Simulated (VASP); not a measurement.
# SiC (F-43m) in VASP: notebook

The runs below take SiC through density of states, vibrations by perturbation theory, elastic constants, with PBE.

All numbers are computed with VASP 6.6.1; they aren't measurements. Logs are shortened: lines on timing, memory, paths and dates and some standing lists are left out, and cuts for length are marked.

### 1 The cell of the first run

The structure is cubic, space group F-43m (No. 216). Conventional cell: a = 4.379 Å, b = 4.379 Å, c = 4.379 Å, α = 90.00°, β = 90.00°, γ = 90.00°. Within 2.5 Å of Si (site symmetry -43m) lie 4 C at 1.90 Å. Within 2.5 Å of C (site symmetry -43m) lie 4 Si at 1.90 Å.

### 2 Density of states, PBE

Contents of POSCAR:

```
SiC
1.0
    0.0000000000      2.1897201901      2.1897201901
    2.1897201901      0.0000000000      2.1897201901
    2.1897201901      2.1897201901      0.0000000000
Si C
1 1
Direct
    0.0000000000      0.0000000000      0.0000000000
    0.7500000000      0.7500000000      0.7500000000
```

Contents of INCAR.step1:

```
SYSTEM = SiC
  PREC = Accurate
  ENCUT = 520
  EDIFF = 1E-7
  ISMEAR = 0
  SIGMA = 0.02
  LREAL = .FALSE.
  LASPH = .TRUE.
  NELM = 100
  ALGO = Normal
  ISIF = 2
  LWAVE = .FALSE.
  LCHARG = .TRUE.
  GGA = PE
  NBANDS = 11
```

Contents of KPOINTS.step1:

```
regular mesh
0
G
  10 10 10
  0 0 0
```

Contents of INCAR.step2:

```
SYSTEM = SiC
  PREC = Accurate
  ENCUT = 520
  EDIFF = 1E-7
  ISMEAR = -5
  SIGMA = 0.02
  LREAL = .FALSE.
  LASPH = .TRUE.
  NELM = 100
  ALGO = Normal
  ISIF = 2
  LWAVE = .FALSE.
  LCHARG = .FALSE.
  GGA = PE
  LORBIT = 11
  NEDOS = 1001
  ICHARG = 11
```

Contents of KPOINTS.step2:

```
regular mesh
0
G
  15 15 15
  0 0 0
```

Potentials or basis: VASP PAW PBE potentials, release 64 (Si, C).

Run with:

```console
cat potpaw_PBE.64/Si/POTCAR potpaw_PBE.64/C/POTCAR > POTCAR
cp INCAR.step1 INCAR
cp KPOINTS.step1 KPOINTS
mpirun -np 1 vasp_std > vasp.out
cp INCAR.step2 INCAR
cp KPOINTS.step2 KPOINTS
mpirun -np 1 vasp_std > vasp.out
```

OUTCAR:

```text
SYSTEM = SiC
   PREC = Accurate
   ENCUT = 520
   EDIFF = 1E-7
   ISMEAR = -5
   LREAL = .FALSE.
   LASPH = .TRUE.
   NELM = 100
   ISIF = 2
   GGA = PE
   LORBIT = 11
   ICHARG = 11

 ion  position               nearest neighbor table
   1  0.000  0.000  0.000-   2 1.90   2 1.90   2 1.90   2 1.90
   2  0.750  0.750  0.750-   1 1.90   1 1.90   1 1.90   1 1.90

  LATTYP: Found a face centered cubic cell.
 ALAT       =     4.3794403802

  Lattice vectors:

 A1 = (   0.0000000000,   2.1897201901,   2.1897201901)
 A2 = (   2.1897201901,   0.0000000000,   2.1897201901)
 A3 = (   2.1897201901,   2.1897201901,   0.0000000000)

Analysis of symmetry for initial positions (statically):
=====================================================================
 Subroutine PRICEL returns:
 Original cell was already a primitive cell.

 Routine SETGRP: Setting up the symmetry group for a
 face centered cubic supercell.

 Subroutine GETGRP returns: Found 24 space group operations
 (whereof 24 operations were pure point group operations)
 out of a pool of 48 trial point group operations.

The static configuration has the point symmetry T_d .

Analysis of symmetry for dynamics (positions and initial velocities):
=====================================================================
 Subroutine PRICEL returns:
 Original cell was already a primitive cell.

 Routine SETGRP: Setting up the symmetry group for a
 face centered cubic supercell.

 Subroutine GETGRP returns: Found 24 space group operations
 (whereof 24 operations were pure point group operations)
 out of a pool of 48 trial point group operations.

The dynamic configuration has the point symmetry T_d .

 Subroutine INISYM returns: Found 24 space group operations
 (whereof 24 operations are pure point group operations),
 and found     1 'primitive' translations

----------------------------------------------------------------------------------------

                                     Primitive cell

  volume of cell :      20.9989

  direct lattice vectors                    reciprocal lattice vectors
     0.000000000  2.189720190  2.189720190    -0.228339677  0.228339677  0.228339677
     2.189720190  0.000000000  2.189720190     0.228339677 -0.228339677  0.228339677
     2.189720190  2.189720190  0.000000000     0.228339677  0.228339677 -0.228339677

  length of vectors
     3.096731991  3.096731991  3.096731991     0.395495921  0.395495921  0.395495921

  position of ions in fractional coordinates (direct lattice)
     0.000000000  0.000000000  0.000000000
     0.750000000  0.750000000  0.750000000

  ion indices of the primitive-cell ions
   primitive index   ion index
                 1           1
                 2           2

----------------------------------------------------------------------------------------

 KPOINTS: regular mesh

Automatic generation of k-mesh.
 Grid dimensions read from file:
 generate k-points for:   15   15   15

 Generating k-lattice:

  Cartesian coordinates                     Fractional coordinates (reciprocal lattice)
    -0.015222645  0.015222645  0.015222645     0.066666667  0.000000000  0.000000000
     0.015222645 -0.015222645  0.015222645     0.000000000  0.066666667  0.000000000
     0.015222645  0.015222645 -0.015222645     0.000000000  0.000000000  0.066666667

  Length of vectors
     0.026366395  0.026366395  0.026366395

  Shift w.r.t. Gamma in fractional coordinates (k-lattice)
     0.000000000  0.000000000  0.000000000

 TETIRR: Found    484 inequivalent tetrahedra from    20250

 Subroutine IBZKPT returns following result:
 ===========================================

 Found    120 irreducible k-points:

 Following reciprocal coordinates:
            Coordinates               Weight
  0.000000  0.000000  0.000000      1.000000
  0.066667  0.000000  0.000000      8.000000
  0.133333  0.000000  0.000000      8.000000
  0.200000  0.000000  0.000000      8.000000
  0.266667  0.000000  0.000000      8.000000
  0.333333  0.000000  0.000000      8.000000
[... 16 lines left out ...]
  0.133333  0.133333  0.000000      6.000000
  0.200000  0.133333  0.000000     24.000000
 [... further k-points ...]
   k-points           NKPTS =    120   k-points in BZ     NKDIM =    120   number of bands    NBANDS=      8
   number of dos      NEDOS =   1001   number of ions     NIONS =      2
   total plane-waves  NPLWV =  13824
   dimension x,y,z NGX =    24 NGY =   24 NGZ =   24
   dimension x,y,z NGXF=    48 NGYF=   48 NGZF=   48
   ions per type =               1   1
   NGX,Y,Z   is equivalent  to a cutoff of  12.88, 12.88, 12.88 a.u.
   NGXF,Y,Z  is equivalent  to a cutoff of  25.77, 25.77, 25.77 a.u.
 SYSTEM =  SiC
   PREC   = accura    normal or accurate (medium, high low for compatibility)
   ISTART =      0    job   : 0-new  1-cont  2-samecut
   ICHARG =     11    charge: 1-file 2-atom 10-const
   ISPIN  =      1    spin polarized calculation?
   LNONCOLLINEAR =      F non collinear calculations
   LSORBIT =      F    spin-orbit coupling
   LASPH  =      T    aspherical Exc in radial PAW
   ENCUT  =  520.0 eV  38.22 Ry    6.18 a.u.   5.76  5.76  5.76*2*pi/ulx,y,z
   NELM   =    100;   NELMIN=  2; NELMDL=  0     # of ELM steps
   EDIFF  = 0.1E-06   stopping-criterion for ELM
   LREAL  =      F    real-space projection
   EDIFFG = 0.1E-05   stopping-criterion for IOM
   NSW    =      0    number of steps for IOM
   IBRION =     -1    ionic relax: 0-MD 1-quasi-New 2-CG
   NFREE  =      0    steps in history (QN), initial steepest desc. (CG)
   ISIF   =      2    stress and relaxation
   ISYM   =      2    0-nonsym 1-usesym 2-fastsym
   POTIM  = 0.5000    time-step for ionic-motion
   TEBEG  =    0.0;   TEEND  =   0.0 temperature during run
   PSTRESS=    0.0 pullay stress
   NELECT =       8.0000    total number of electrons
   NUPDOWN=      -1.0000    fix difference up-down
   EMIN   =  10.00;   EMAX   =-10.00  energy-range for DOS
   EFERMI =   0.00;   METHOD = LEGACY
   ISMEAR =    -5;   SIGMA  =   0.02  broadening in eV -4-tet -1-fermi 0-gaus
   EFERMI_NEDOS =   21; number of points for ismear=-14 and -15
   IALGO  =     38    algorithm
   IMIX   =      4    mixing-type and parameters
     AMIX     =   0.40;   BMIX     =  1.00
     AMIX_MAG =   1.60;   BMIX_MAG =  1.00
  volume/ion in A,a.u.               =      10.50        70.85
  Fermi-wavevector in a.u.,A,eV,Ry     =   1.186787  2.242703 19.163316  1.408464
  Thomas-Fermi vector in A             =   2.322953
   LORBIT       =     11    0 simple, 1 ext, 2 COOP (PROOUT), +10 PAW based schemes
   GGA     = PE    functional components
   LHFCALC =     F    Hartree Fock is set to
   AEXX    =    0.0000 exact exchange contribution
   IVDW    =     0    specifies the selected vdW correction
   LEPSILON=     F    determine dielectric tensor
   LRPA    =     F    only Hartree local field effects (RPA)
 non-spin polarized calculation
 Fermi weights with tetrahedron method with Bloechl corrections
  energy-cutoff  :      520.00
  volume of cell :       21.00
 maximum number of plane-waves:       578

 number of electron       8.0000001 magnetization

 Free energy of the ion-electron system (eV)
  ---------------------------------------------------
  ext. energy  EPLUGINS =         0.00000000
  ---------------------------------------------------
  free energy    TOTEN  =       -15.06098378 eV

  energy without entropy =      -15.06098378  energy(sigma->0) =      -15.06098378

 E-fermi :   7.9671     XC(G=0): -11.2920

 val. band max:        7.9426062866   @ k =   0.0000   0.0000   0.0000
 cond. band min:       9.3645716564   @ k =   0.4667   0.4667   0.0000
 fundamental gap:      1.4219653698
 Fermi energy:         7.9670890320

 k-point     1 :       0.0000    0.0000    0.0000
  band No.  band energies     occupation
      1      -7.3455      2.00000
      2       7.9426      2.00000
      3       7.9426      2.00000
      4       7.9426      2.00000
      5      14.0042      0.00000
      6      15.1484      0.00000
      7      15.1484      0.00000
      8      15.1484      0.00000

 k-point     2 :       0.0667    0.0000    0.0000
  band No.  band energies     occupation
      1      -7.2596      2.00000
      2       7.4621      2.00000
      3       7.8809      2.00000
      4       7.8809      2.00000
      5      14.2026      0.00000
      6      15.2154      0.00000
      7      15.2635      0.00000
      8      15.2635      0.00000

 k-point     3 :       0.1333    0.0000    0.0000
  band No.  band energies     occupation
      1      -7.0033      2.00000
      2       6.2945      2.00000
      3       7.7180      2.00000
      4       7.7180      2.00000
      5      14.2567      0.00000
      6      15.5333      0.00000
      7      15.5333      0.00000
      8      15.7419      0.00000
[... 210 lines left out ...]
 k-point    23 :       0.1333    0.1333    0.0000
  band No.  band energies     occupation
      1      -6.8890      2.00000
      2       6.6923      2.00000
      3       7.1732      2.00000
      4       7.1732      2.00000
      5      13.9220      0.00000
      6      15.0628      0.00000
      7      16.3208      0.00000
      8      16.3208      0.00000

 k-point    24 :       0.2000    0.1333    0.0000
  band No.  band energies     occupation
      1      -6.5791      2.00000
      2       5.6965      2.00000
      3       6.8646      2.00000
      4       7.0318      2.00000
      5      13.5903      0.00000
      6      15.2158      0.00000
      7      16.6767      0.00000
      8      16.7963      0.00000

 [... further k-points ...]

------------------------ aborting loop because EDIFF is reached ----------------------------------------

  FORCE on cell =-STRESS in cart. coord.  units (eV):
  Direction    XX          YY          ZZ          XY          YZ          ZX
  --------------------------------------------------------------------------------------
  -------------------------------------------------------------------------------------
  Total       -0.0017793     -0.0017793     -0.0017793     -0.0000000      0.0000000      0.0000000
  in kB       -0.1357544     -0.1357544     -0.1357544     -0.0000000      0.0000000      0.0000000
  external PRESSURE =      -0.1357544 kB  Pullay stress =       0.0000000 kB

 VOLUME and BASIS-vectors are now :
 -----------------------------------------------------------------------------
  energy-cutoff  :      520.00
  volume of cell :       21.00
      direct lattice vectors                 reciprocal lattice vectors
     0.000000000  2.189720190  2.189720190    -0.228339677  0.228339677  0.228339677
     2.189720190  0.000000000  2.189720190     0.228339677 -0.228339677  0.228339677
     2.189720190  2.189720190  0.000000000     0.228339677  0.228339677 -0.228339677

 POSITION                                       TOTAL-FORCE (eV/Angst)
 -----------------------------------------------------------------------------------
      0.00000      0.00000      0.00000        -0.000000     -0.000000     -0.000000
      3.28458      3.28458      3.28458         0.000000      0.000000      0.000000
 -----------------------------------------------------------------------------------
    total drift:                               -0.000000     -0.000000     -0.000000

  FREE ENERGIE OF THE ION-ELECTRON SYSTEM (eV)
  ---------------------------------------------------
  free  energy   TOTEN  =       -15.0609837774 eV

  energy  without entropy=      -15.0609837774  energy(sigma->0) =      -15.06098378

 total charge

# of ion       s       p       d       tot
------------------------------------------
    1        0.706   0.961   0.000   1.667
    2        0.836   1.695   0.000   2.531
--------------------------------------------------
tot          1.542   2.656   0.000   4.198
```

Run time: 14 s. Hardware: 1 thread of AMD EPYC 9R14 (Zen 4), shared host; peak memory 0.11 GiB.

What came out:

```
Valence electrons inside the program's atomic spheres : Si 1.67; C 2.53
```

### 3 Vibrations by perturbation theory, PBE

Contents of INCAR:

```
ALGO = Normal ; EDIFF = 1E-8
ENCUT = 520 ; GGA = PE
IBRION = 8 ; ISIF = 2
ISMEAR = 0 ; LASPH = T
LCHARG = F ; LEPSILON = T
LREAL = F ; LWAVE = F
NBANDS = 11 ; NELM = 60
NSW = 1 ; PREC = Accurate
SIGMA = 0.01
```

Contents of KPOINTS:

```
k-points
0
Gamma
  10 10 10
```

Contents of POSCAR:

```
SiC
1.0
    0.0000000000      2.1898722326      2.1898722326
    2.1898722326      0.0000000000      2.1898722326
    2.1898722326      2.1898722326      0.0000000000
Si C
1 1
Direct
    0.0000000000      0.0000000000      0.0000000000
    0.7500000000      0.7500000000      0.7500000000
```

Potentials or basis: VASP PAW PBE potentials, release 64 (Si, C).

Run with:

```console
cat potpaw_PBE.64/Si/POTCAR potpaw_PBE.64/C/POTCAR > POTCAR
mpirun -np 1 vasp_std > vasp.out
```

OUTCAR:

```text
EDIFF = 1E-8
   ENCUT = 520
   GGA = PE
   IBRION = 8
   ISIF = 2
   ISMEAR = 0
   LASPH = T
   LEPSILON = T
   LREAL = F
   NELM = 60
   NSW = 1
   PREC = Accurate

 ion  position               nearest neighbor table
   1  0.000  0.000  0.000-   2 1.90   2 1.90   2 1.90   2 1.90
   2  0.750  0.750  0.750-   1 1.90   1 1.90   1 1.90   1 1.90

  LATTYP: Found a face centered cubic cell.
 ALAT       =     4.3797444652

[... 662 lines left out ...]
      0.000000  0.000000  0.000000     0.000000    0.547290    0.000000
      3.284808  3.284808  3.284808     0.000000   -0.836943    0.000000
[... 21 lines left out ...]
   6 f/i=    0.000755 THz     0.004745 2PiTHz    0.025190 cm-1     0.003123 meV
             X         Y         Z           dx          dy          dz
      0.000000  0.000000  0.000000     0.000000    0.000000    0.836943
      3.284808  3.284808  3.284808     0.000000    0.000000    0.547290

--------------------------------------------------------------------------------------------------------

 MACROSCOPIC STATIC DIELECTRIC TENSOR IONIC CONTRIBUTION
 ------------------------------------------------------
           3.345084     0.000000     0.000000
           0.000000     3.345084     0.000000
           0.000000     0.000000     3.345084
 ------------------------------------------------------

 ELASTIC MODULI CONTR FROM IONIC RELAXATION (kBar)
 Direction    XX          YY          ZZ          XY          YZ          ZX
 --------------------------------------------------------------------------------
 XX          -0.0000      0.0000      0.0000     -0.0000      0.0000     -0.0000
 YY           0.0000     -0.0000     -0.0000     -0.0000     -0.0000     -0.0000
 ZZ           0.0000     -0.0000     -0.0000      0.0000     -0.0000     -0.0000
 XY          -0.0000     -0.0000      0.0000   -210.1122      0.0000      0.0000
 YZ           0.0000     -0.0000     -0.0000      0.0000   -210.1122      0.0000
 ZX          -0.0000     -0.0000     -0.0000      0.0000      0.0000   -210.1122
 --------------------------------------------------------------------------------

 PIEZOELECTRIC TENSOR IONIC CONTR  for field in x, y, z        (C/m^2)
          XX          YY          ZZ          XY          YZ          ZX
  --------------------------------------------------------------------------------
  x     0.00000    -0.00000    -0.00000     0.00000    -0.78886     0.00000
  y    -0.00000    -0.00000    -0.00000     0.00000     0.00000    -0.78886
  z    -0.00000    -0.00000     0.00000    -0.78886     0.00000     0.00000
```

Run time: 2.7 min. Hardware: 1 thread of AMD EPYC 9R14 (Zen 4), shared host; peak memory 0.19 GiB.

What came out:

- Electronic dielectric tensor (diagonal): 7.04
- Born charges (mean of the diagonal): Si +2.69; C -2.69 e
- Highest phonon frequency at Γ, LO-TO splitting left out: 775 cm⁻¹

Phonon frequencies in cm⁻¹ (negative: imaginary):
```tsv
q point	frequencies
(0.000, 0.000, 0.000)	0 0 0 775 775 775
```

Electronic dielectric tensor:
```
7.04 0.00 0.00
0.00 7.04 0.00
0.00 0.00 7.04
```

Born effective charge tensors (e):
atom 1, Si
```
2.69 0.00 0.00
0.00 2.69 0.00
0.00 0.00 2.69
```
atom 2, C
```
-2.69  0.00  0.00
 0.00 -2.69  0.00
 0.00  0.00 -2.69
```

### 4 Elastic constants, PBE

Contents of INCAR:

```
SYSTEM = SiC
ALGO = Normal
EDIFF = 1E-8
ENCUT = 600
GGA = PE
IBRION = 6
ISIF = 3
ISMEAR = 0
LASPH = .TRUE.
LCHARG = .FALSE.
LREAL = .FALSE.
LWAVE = .FALSE.
NBANDS = 11
NELM = 60
NFREE = 2
NSW = 1
POTIM = 0.015
PREC = Accurate
SIGMA = 0.01
```

Contents of KPOINTS:

```
k-points
0
G
  10 10 10
  0 0 0
```

POSCAR is that of step 3.

Run with:

```console
cat potpaw_PBE.64/Si/POTCAR potpaw_PBE.64/C/POTCAR > POTCAR
mpirun -np 1 vasp_std > vasp.out
```

It took 7 min on 1 thread of AMD EPYC 9R14 (Zen 4), shared host; peak memory 0.23 GiB.

It converged, with:

```yaml
Elastic_constants_C11_C12_C44: 382, 126, 240 GPa
Voigt_bulk_modulus: 212 GPa
Highest_phonon_frequency_at_Γ_LO-TO_splitting_left_out: 775 cm⁻¹
```

Phonon frequencies in cm⁻¹ (negative: imaginary):
| q point | frequencies |
| --- | --- |
| (0.000, 0.000, 0.000) | 0 0 0 775 775 775 |

Elastic tensor in Voigt notation (GPa, in the Cartesian axes of the cell as first typed):
```
382 126 126   0   0   0
126 382 126   0   0   0
126 126 382   0   0   0
  0   0   0 240   0   0
  0   0   0   0 240   0
  0   0   0   0   0 240
```

Clamped-ion elastic tensor (GPa):
```
382 126 126   0   0   0
126 382 126   0   0   0
126 126 382   0   0   0
  0   0   0 264   0   0
  0   0   0   0 264   0
  0   0   0   0   0 264
```

### 5 Density of states, PBE

Contents of POSCAR:

```
SiC
1.0
    0.0000000000      2.1897201888      2.1897201888
    2.1897201888      0.0000000000      2.1897201888
    2.1897201888      2.1897201888      0.0000000000
Si C
1 1
Direct
    0.0000000000      0.0000000000      0.0000000000
    0.7500000000      0.7500000000      0.7500000000
```

INCAR.step1 is that of step 2.

KPOINTS.step1 is that of step 2.

INCAR.step2 is that of step 2.

KPOINTS.step2 is that of step 2.

Run with:

```console
cat potpaw_PBE.64/Si/POTCAR potpaw_PBE.64/C/POTCAR > POTCAR
cp INCAR.step1 INCAR
cp KPOINTS.step1 KPOINTS
mpirun -np 1 vasp_std > vasp.out
cp INCAR.step2 INCAR
cp KPOINTS.step2 KPOINTS
mpirun -np 1 vasp_std > vasp.out
```

It took 13 s on 1 thread of Intel Xeon Platinum 8259CL at 2.50GHz (Skylake/Cascade Lake), shared host; peak memory 0.14 GiB.

The run converged. Its results:

| Property | Result |
| --- | --- |
| Valence electrons inside the program's atomic spheres | Si 1.67; C 2.53 |

Levels at points of the mesh, in eV from the valence-band top:
```tsv
k point	band 1	band 2	band 3	band 4	band 5	band 6	band 7	band 8
(0.00, 0.00, 0.00)	-15.29	0.00	0.00	0.00	6.06	7.21	7.21	7.21
```
